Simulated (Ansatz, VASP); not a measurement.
**Sr2Pt: VASP beside Ansatz**

```
CELL_PARAMETERS angstrom
0.00000 3.58046 3.58046
3.58046 0.00000 3.58046
3.58046 3.58046 0.00000
ATOMIC_POSITIONS crystal
Pt 0.00000 0.00000 0.00000
Sr 0.25000 0.25000 0.25000
Sr 0.75000 0.75000 0.75000
```

Alike in both runs: task single point; functional LDA; k mesh 8 × 8 × 8; occupations fermi-dirac, width 0.05 eV; no spin polarisation.

|  | VASP | Ansatz |
| --- | --- | --- |
| version | VASP 6.6.1 | Ansatz 0.2.0 |
| potentials or method | VASP PAW LDA potentials, release 64 (Pt, Sr_sv), cutoff 520 eV | all-electron LAPW, non-relativistic |

|  | VASP | Ansatz | Ansatz less VASP |
| --- | --- | --- | --- |
| pressure (GPa) | 0.3 | 3.8 | +3.57 |

LDA's correlation is that of Perdew and Zunger in VASP and of Perdew and Wang (1992) in Ansatz. Ansatz ran all-electron here, and VASP with PAW potentials.

Neither program's run includes spin-orbit coupling.
